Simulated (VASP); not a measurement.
WS2, 3 atoms in the cell. Symmetry: P-6m2, No. 187, hexagonal system. The conventional cell has a = 2.746 Å, b = 2.746 Å, c = 5.545 Å, α = 90.00°, β = 90.00°, γ = 120.00°. Within 3.0 Å of W (site symmetry -6m2) lie 6 S at 2.26 Å and 6 W at 2.75 Å. Within 3.0 Å of S (site symmetry 3m) lie 3 W at 2.26 Å and 7 S at 2.33 to 2.75 Å. 

- Program: VASP 6.6.1
- Task: single point
- Functional: PBEsol
- Dispersion: D3(BJ)
- Potentials or basis: VASP PAW PBE potentials, release 64 (W_sv, S)
- Cutoff: 520 eV
- k mesh: 18 × 18 × 8
- Occupations: gaussian, width 0.1 eV
- Spin: no spin polarisation
- Dipole correction: no
- Further INCAR settings: ALGO = Normal; EDIFF = 1e-06; NBANDS = 20

Potentials or basis: VASP PAW PBE potentials, release 64 (W_sv, S).

Launch:

```console
$ cat potpaw_PBE.64/W_sv/POTCAR potpaw_PBE.64/S/POTCAR > POTCAR
$ mpirun -np 1 vasp_std > vasp.out
```

Hardware: 1 thread of Intel(R) Xeon(R) 6975P-C (Granite Rapids), on a shared host.

Question: Estimate the wall time of this run.

Answer: It took 51 s on 1 thread of Intel(R) Xeon(R) 6975P-C (Granite Rapids), with other jobs on the host, peak memory 0.24 GiB. Counts: scf iterations 14, k points 185.
